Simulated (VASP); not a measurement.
# MoSe (F-43m) in VASP: settings compared

The runs below take MoSe through single point, with r2SCAN, PBE.

Program: VASP 6.6.1. These are calculated values, not measurements. Logs are shortened: lines on timing, memory, paths and dates and some standing lists are left out, and cuts for length are marked.

## 1. The cell of the first run

It takes space group F-43m (No. 216, cubic). The conventional cell has a = 5.679 Å, b = 5.679 Å, c = 5.679 Å, α = 90.00°, β = 90.00°, γ = 90.00°. Within 3.2 Å of Mo (site symmetry -43m) lie 4 Se at 2.46 Å. Within 3.2 Å of Se (site symmetry -43m) lie 4 Mo at 2.46 Å.

## 2. Single point, r2SCAN, collinear spin

Contents of POSCAR:

```
MoSe
1.0
    0.0000000000      2.8392909707      2.8392909707
    2.8392909707      0.0000000000      2.8392909707
    2.8392909707      2.8392909707      0.0000000000
Mo Se
1 1
Direct
    0.0000000000      0.0000000000      0.0000000000
    0.2500000000      0.2500000000      0.2500000000
```

Contents of INCAR.step1:

```
PREC     = Accurate       # precision mode
ENCUT    = 520            # plane-wave cutoff, eV
ISMEAR   = 0              # smearing method
SIGMA    = 0.1            # smearing width, eV
LREAL    = False          # projectors in reciprocal space
LASPH    = True           # aspherical terms in the spheres
NELM     = 150            # most SCF steps
ISPIN    = 2              # spin polarisation
MAGMOM   = 2 0            # initial moments
LMAXMIX  = 4              # l up to which the mixer works
NBANDS   = 21             # bands
GGA      = PE             # functional
ALGO     = Normal         # electronic algorithm
EDIFF    = 1E-4           # SCF threshold, eV
LWAVE    = True           # write WAVECAR
LCHARG   = False          # write CHGCAR
```

Contents of INCAR.step2:

```
PREC     = Accurate       # precision mode
ENCUT    = 520            # plane-wave cutoff, eV
EDIFF    = 1E-6           # SCF threshold, eV
ISMEAR   = 0              # smearing method
SIGMA    = 0.1            # smearing width, eV
LREAL    = False          # projectors in reciprocal space
LASPH    = True           # aspherical terms in the spheres
NELM     = 150            # most SCF steps
ALGO     = Normal         # electronic algorithm
ISIF     = 2              # what is computed and relaxed
LWAVE    = False          # write WAVECAR
LCHARG   = False          # write CHGCAR
ISPIN    = 2              # spin polarisation
MAGMOM   = 2 0            # initial moments
LORBIT   = 11             # projections on sites
LMAXMIX  = 4              # l up to which the mixer works
METAGGA  = R2SCAN         # meta-GGA
LMIXTAU  = True         
NBANDS   = 21             # bands
ISTART   = 1
```

Contents of KPOINTS:

```
Automatic mesh
0
Gamma
  12 12 12
```

Potentials or basis: VASP PAW PBE potentials, release 64 (Mo_sv, Se).

Command:

```
$ cat potpaw_PBE.64/Mo_sv/POTCAR potpaw_PBE.64/Se/POTCAR > POTCAR
$ cp INCAR.step1 INCAR
$ mpirun -np 1 vasp_std > vasp.out
$ cp INCAR.step2 INCAR
$ mpirun -np 1 vasp_std > vasp.out
```

OUTCAR:

```text
PREC = Accurate
   ENCUT = 520
   EDIFF = 1E-6
   ISMEAR = 0
   LREAL = False
   LASPH = True
   NELM = 150
   ISIF = 2
   ISPIN = 2
   LORBIT = 11
   METAGGA = R2SCAN
   ISTART = 1

 ion  position               nearest neighbor table
   1  0.000  0.000  0.000-   2 2.46   2 2.46   2 2.46   2 2.46
   2  0.250  0.250  0.250-   1 2.46   1 2.46   1 2.46   1 2.46

  LATTYP: Found a face centered cubic cell.
 ALAT       =     5.6785819414

  Lattice vectors:

 A1 = (   0.0000000000,   2.8392909707,   2.8392909707)
 A2 = (   2.8392909707,   0.0000000000,   2.8392909707)
 A3 = (   2.8392909707,   2.8392909707,   0.0000000000)

Analysis of symmetry for initial positions (statically):
=====================================================================
 Subroutine PRICEL returns:
 Original cell was already a primitive cell.

 Routine SETGRP: Setting up the symmetry group for a
 face centered cubic supercell.

 Subroutine GETGRP returns: Found 24 space group operations
 (whereof 24 operations were pure point group operations)
 out of a pool of 48 trial point group operations.

The static configuration has the point symmetry T_d .

Analysis of symmetry for dynamics (positions and initial velocities):
=====================================================================
 Subroutine PRICEL returns:
 Original cell was already a primitive cell.

 Routine SETGRP: Setting up the symmetry group for a
 face centered cubic supercell.

 Subroutine GETGRP returns: Found 24 space group operations
 (whereof 24 operations were pure point group operations)
 out of a pool of 48 trial point group operations.

The dynamic configuration has the point symmetry T_d .

Analysis of structural, dynamic, and magnetic symmetry:
=====================================================================
 Subroutine PRICEL returns:
 Original cell was already a primitive cell.

 Routine SETGRP: Setting up the symmetry group for a
 face centered cubic supercell.

 Subroutine GETGRP returns: Found 24 space group operations
 (whereof 24 operations were pure point group operations)
 out of a pool of 48 trial point group operations.

The overall configuration has the point symmetry T_d .

 Subroutine INISYM returns: Found 24 space group operations
 (whereof 24 operations are pure point group operations),
 and found     1 'primitive' translations

----------------------------------------------------------------------------------------

                                     Primitive cell

[... 112 lines left out ...]
  Fermi-wavevector in a.u.,A,eV,Ry     =   1.242219  2.347454 20.995269  1.543109
  Thomas-Fermi vector in A             =   2.376583
   LORBIT       =     11    0 simple, 1 ext, 2 COOP (PROOUT), +10 PAW based schemes
   METAGGA = R2SCAN    functional components
   LHFCALC =     F    Hartree Fock is set to
   AEXX    =    0.0000 exact exchange contribution
   IVDW    =     0    specifies the selected vdW correction
   LEPSILON=     F    determine dielectric tensor
   LRPA    =     F    only Hartree local field effects (RPA)
 spin polarized calculation
 Gauss-broadening in eV      SIGMA  =   0.10
  energy-cutoff  :      520.00
  volume of cell :       45.78
 maximum number of plane-waves:      1258
 NGX is ok and might be reduce to    30
   NGX = 15   NGY = 15   NGZ = 15

 number of electron      19.9999999 magnetization       1.3212131

 Free energy of the ion-electron system (eV)
  ---------------------------------------------------
  ext. energy  EPLUGINS =         0.00000000
  ---------------------------------------------------
  free energy    TOTEN  =       -39.67383560 eV

  energy without entropy =      -39.66619181  energy(sigma->0) =      -39.67001371

 E-fermi :   6.4011     XC(G=0): -10.8404

 val. band max:        6.3914800563   @ k =  -0.4167   0.0833   0.0000
 cond. band min:       6.4040505415   @ k =  -0.4167   0.2500   0.0833
 fundamental gap:      0.0125704852
 Fermi energy:         6.4011392136

 spin component 1

 k-point     1 :       0.0000    0.0000    0.0000
  band No.  band energies     occupation
      1     -57.0886      1.00000
      2     -30.5746      1.00000
      3     -30.5746      1.00000
      4     -30.5746      1.00000
      5      -9.1845      1.00000
      6       0.9029      1.00000
[... 565 lines left out ...]
     20      19.7845      0.00000
     21      22.6146      0.00000

 [... further k-points ...]

 spin component 2

 k-point     1 :       0.0000    0.0000    0.0000
  band No.  band energies     occupation
      1     -56.1478      1.00000
      2     -29.5072      1.00000
      3     -29.5072      1.00000
      4     -29.5072      1.00000
      5      -9.1903      1.00000
      6       1.1106      1.00000
[... 565 lines left out ...]
     20      20.1284      0.00000
     21      23.0385      0.00000

 [... further k-points ...]

------------------------ aborting loop because EDIFF is reached ----------------------------------------

  FORCE on cell =-STRESS in cart. coord.  units (eV):
  Direction    XX          YY          ZZ          XY          YZ          ZX
  --------------------------------------------------------------------------------------
  -------------------------------------------------------------------------------------
  Total       -0.1937737     -0.1937737     -0.1937737     -0.0000000      0.0000000     -0.0000000
  in kB       -6.7818099     -6.7818099     -6.7818099     -0.0000000      0.0000000     -0.0000000
  external PRESSURE =      -6.7818099 kB  Pullay stress =       0.0000000 kB

 VOLUME and BASIS-vectors are now :
 -----------------------------------------------------------------------------
  energy-cutoff  :      520.00
  volume of cell :       45.78
      direct lattice vectors                 reciprocal lattice vectors
     0.000000000  2.839290971  2.839290971    -0.176100303  0.176100303  0.176100303
     2.839290971  0.000000000  2.839290971     0.176100303 -0.176100303  0.176100303
     2.839290971  2.839290971  0.000000000     0.176100303  0.176100303 -0.176100303

 POSITION                                       TOTAL-FORCE (eV/Angst)
 -----------------------------------------------------------------------------------
      0.00000      0.00000      0.00000        -0.000000     -0.000000      0.000000
      1.41965      1.41965      1.41965         0.000000      0.000000     -0.000000
 -----------------------------------------------------------------------------------
    total drift:                                0.000000      0.000000     -0.000000

  FREE ENERGIE OF THE ION-ELECTRON SYSTEM (eV)
  ---------------------------------------------------
  free  energy   TOTEN  =       -39.6738355998 eV

  energy  without entropy=      -39.6661918103  energy(sigma->0) =      -39.67001371

 total charge

# of ion       s       p       d       tot
------------------------------------------
    1        2.255   6.105   4.029  12.389
    2        1.424   2.464   0.133   4.021
--------------------------------------------------
tot          3.679   8.569   4.162  16.410

 magnetization (x)

# of ion       s       p       d       tot
------------------------------------------
    1        0.036   0.013   1.157   1.206
    2       -0.004  -0.042   0.019  -0.027
--------------------------------------------------
tot          0.032  -0.028   1.176   1.179
```

OSZICAR.step1:

```text
N       E                     dE             d eps       ncg     rms          rms(c)
DAV:   1     0.139522374510E+03    0.13952E+03   -0.10026E+04  6072   0.892E+02
DAV:   2    -0.964385709129E+01   -0.14917E+03   -0.14445E+03  7062   0.256E+02
DAV:   3    -0.136802026963E+02   -0.40363E+01   -0.40036E+01  7251   0.391E+01
DAV:   4    -0.136994060539E+02   -0.19203E-01   -0.19202E-01  6523   0.311E+00
DAV:   5    -0.136995258791E+02   -0.11983E-03   -0.11982E-03  7331   0.246E-01    0.133E+01
DAV:   6    -0.134801041981E+02    0.21942E+00   -0.14872E+00  6328   0.814E+00    0.527E+00
DAV:   7    -0.134998326715E+02   -0.19728E-01   -0.14200E-01  6423   0.260E+00    0.360E+00
DAV:   8    -0.134998020284E+02    0.30643E-04   -0.64807E-03  7123   0.596E-01    0.169E+00
DAV:   9    -0.134990407573E+02    0.76127E-03   -0.26110E-03  6703   0.353E-01    0.188E-01
DAV:  10    -0.134992136449E+02   -0.17289E-03   -0.22063E-04  6964   0.107E-01    0.103E-01
DAV:  11    -0.134992866480E+02   -0.73003E-04   -0.51322E-05  5342   0.474E-02
   1 F= -.13499287E+02 E0= -.13493194E+02  d E =-.121846E-01  mag=     1.1609
```

It took 3.7 min on 1 thread of Intel Xeon 6975P-C (Granite Rapids), shared host; peak memory 0.27 GiB.

Results:

```
Free energy                                           : -39.6738 eV
Pressure                                              : -0.7 GPa
Net moment                                            : 1.32 μB per cell
Site moments                                          : Mo +1.21; Se -0.03 μB
Valence electrons inside the program's atomic spheres : Mo 12.39; Se 4.02
```

Caveat: the PAW data sets were made with another functional, which shifts forces and pressure a little.

## 3. Single point, PBE, collinear spin

Contents of INCAR:

```
PREC = Accurate
ENCUT = 520
EDIFF = 1E-6
ISMEAR = 0
SIGMA = 0.1
LREAL = False
LASPH = True
NELM = 150
ALGO = Normal
ISIF = 2
LWAVE = False
LCHARG = False
ISPIN = 2
MAGMOM = 0.28 0
LORBIT = 11
LMAXMIX = 4
GGA = PE
NBANDS = 21
```

Contents of KPOINTS:

```
regular mesh
0
Gamma
  6 6 6
```

Contents of POSCAR:

```
MoSe
1.0
    0.0000000000      2.8400732110      2.8400732110
    2.8400732110      0.0000000000      2.8400732110
    2.8400732110      2.8400732110      0.0000000000
Mo Se
1 1
Direct
    0.0000000000      0.0000000000      0.0000000000
    0.2500000000      0.2500000000      0.2500000000
```

Potentials or basis: VASP PAW PBE potentials, release 64 (Mo_sv, Se).

Command:

```
$ cat potpaw_PBE.64/Mo_sv/POTCAR potpaw_PBE.64/Se/POTCAR > POTCAR
$ mpirun -np 1 vasp_std > vasp.out
```

OUTCAR:

```text
PREC = Accurate
   ENCUT = 520
   EDIFF = 1E-6
   ISMEAR = 0
   LREAL = False
   LASPH = True
   NELM = 150
   ISIF = 2
   ISPIN = 2
   LORBIT = 11
   GGA = PE

 ion  position               nearest neighbor table
   1  0.000  0.000  0.000-   2 2.46   2 2.46   2 2.46   2 2.46
   2  0.250  0.250  0.250-   1 2.46   1 2.46   1 2.46   1 2.46

  LATTYP: Found a face centered cubic cell.
 ALAT       =     5.6801464220

  Lattice vectors:

 A1 = (   0.0000000000,   2.8400732110,   2.8400732110)
 A2 = (   2.8400732110,   0.0000000000,   2.8400732110)
 A3 = (   2.8400732110,   2.8400732110,   0.0000000000)

Analysis of symmetry for initial positions (statically):
=====================================================================
 Subroutine PRICEL returns:
 Original cell was already a primitive cell.

 Routine SETGRP: Setting up the symmetry group for a
 face centered cubic supercell.

 Subroutine GETGRP returns: Found 24 space group operations
 (whereof 24 operations were pure point group operations)
[... 571 lines left out ...]
      4     -28.4239      1.00000
      5      -8.4604      1.00000
      6       1.4749      1.00000
[... 373 lines left out ...]
     20      20.2372      0.00000
     21      20.8652      0.00000

------------------------ aborting loop because EDIFF is reached ----------------------------------------

  FORCE on cell =-STRESS in cart. coord.  units (eV):
  Direction    XX          YY          ZZ          XY          YZ          ZX
  --------------------------------------------------------------------------------------
  -------------------------------------------------------------------------------------
  Total        0.0456617      0.0456617      0.0456617     -0.0000000     -0.0000000     -0.0000000
  in kB        1.5967756      1.5967756      1.5967756     -0.0000000     -0.0000000     -0.0000000
  external PRESSURE =       1.5967756 kB  Pullay stress =       0.0000000 kB

 VOLUME and BASIS-vectors are now :
 -----------------------------------------------------------------------------
  energy-cutoff  :      520.00
  volume of cell :       45.82
      direct lattice vectors                 reciprocal lattice vectors
     0.000000000  2.840073211  2.840073211    -0.176051800  0.176051800  0.176051800
     2.840073211  0.000000000  2.840073211     0.176051800 -0.176051800  0.176051800
     2.840073211  2.840073211  0.000000000     0.176051800  0.176051800 -0.176051800

 POSITION                                       TOTAL-FORCE (eV/Angst)
 -----------------------------------------------------------------------------------
      0.00000      0.00000      0.00000         0.000000      0.000000      0.000000
      1.42004      1.42004      1.42004        -0.000000     -0.000000     -0.000000
 -----------------------------------------------------------------------------------
    total drift:                                0.000000      0.000000      0.000000

  FREE ENERGIE OF THE ION-ELECTRON SYSTEM (eV)
  ---------------------------------------------------
  free  energy   TOTEN  =       -13.4953702044 eV

  energy  without entropy=      -13.4795068778  energy(sigma->0) =      -13.48743854

 total charge

# of ion       s       p       d       tot
------------------------------------------
    1        2.259   6.100   4.070  12.429
    2        1.428   2.412   0.130   3.970
--------------------------------------------------
tot          3.687   8.512   4.200  16.399

 magnetization (x)

# of ion       s       p       d       tot
------------------------------------------
    1        0.030   0.011   1.010   1.050
    2       -0.004  -0.031   0.020  -0.015
--------------------------------------------------
tot          0.025  -0.020   1.030   1.035
```

stdout:

```text
POSCAR found type information on POSCAR MoSe
 POSCAR found :  2 types and       2 ions
 scaLAPACK will be used
 LDA part: xc-table for (Slater+PW92), standard interpolation
 POSCAR, INCAR and KPOINTS ok, starting setup
 FFT: planning ... GRIDC
 FFT: planning ... GRID_SOFT
 FFT: planning ... GRID
 WAVECAR not read
 entering main loop
```

Wall time 17 s (1 thread of Intel Xeon 6975P-C (Granite Rapids), shared host); peak memory 0.19 GiB.

Results:

- Free energy: -13.4954 eV
- Pressure: 0.2 GPa
- Net moment: 1.19 μB per cell
- Site moments: Mo +1.05; Se -0.01 μB
- Valence electrons inside the program's atomic spheres: Mo 12.43; Se 3.97

## 4. Single point, PBE

Contents of INCAR:

```
ALGO = Normal ; EDIFF = 1E-6
ENCUT = 520 ; GGA = PE
ISIF = 2 ; ISMEAR = 0
LASPH = True ; LCHARG = False
LREAL = False ; LWAVE = False
NBANDS = 17 ; NELM = 80
PREC = Accurate ; SIGMA = 0.1
```

Contents of KPOINTS:

```
k-points
0
Gamma
  12 12 12
```

Contents of POSCAR:

```
MoSe
1.0
    0.0000000000      2.8392909707      2.8392909707
    2.8392909707      0.0000000000      2.8392909707
    2.8392909707      2.8392909707      0.0000000000
Mo Se
1 1
Direct
    0.0000000000      0.0000000000      0.0000000000
    0.2500000000      0.2500000000      0.2500000000
```

Command:

```
$ cat potpaw_PBE.64/Mo_sv/POTCAR potpaw_PBE.64/Se/POTCAR > POTCAR
$ mpirun -np 1 vasp_std > vasp.out
```

Wall time 21 s (1 thread of Intel Xeon 6975P-C (Granite Rapids), shared host); peak memory 0.2 GiB.

It converged, with:

* Free energy: -13.4782 eV
* Pressure: -1.5 GPa
* Band gap on the k mesh: zero (bands 10 and 11 overlap by 0.25 eV)

Levels at points of the mesh, in eV from the Fermi level:
```csv
k point,band 8,band 9,band 10,band 11,band 12,band 13
"(0.00, 0.00, 0.00)",-4.82,-0.51,-0.51,1.26,4.21,4.21
"(0.50, 0.00, 0.00)",-4.45,-0.19,-0.19,-0.02,2.26,2.26
"(0.50, 0.50, 0.00)",-3.78,-1.40,0.10,0.25,0.75,0.75
```

## 5. The runs side by side

| level | spin | cell | k mesh | gap on the mesh (eV) | pressure (GPa) | moment (μB) |
| --- | --- | --- | --- | --- | --- | --- |
| r2SCAN | collinear | a = 4.015 Å, angles 60.0°, 2 atoms | 12 × 12 × 12 | none | -0.7 | 1.32 |
| PBE | collinear | a = 4.016 Å, angles 60.0°, 2 atoms | 6 × 6 × 6 | none | 0.2 | 1.19 |
| PBE | off | a = 4.015 Å, angles 60.0°, 2 atoms | 12 × 12 × 12 | none | -1.5 | - |

Alike in all rows: task single point; potentials or basis VASP PAW PBE potentials, release 64 (Mo_sv, Se); cutoff (eV) 520; smearing gaussian 0.1 eV.

The pressure there spans -1.5 GPa (PBE) to 0.2 GPa (PBE); a positive pressure means that this level wants a larger cell, a negative one a smaller.

Caveats: the PAW data sets were made with another functional, which shifts forces and pressure a little (at least some runs).

Absolute energies hang on the potentials; compare differences alone.
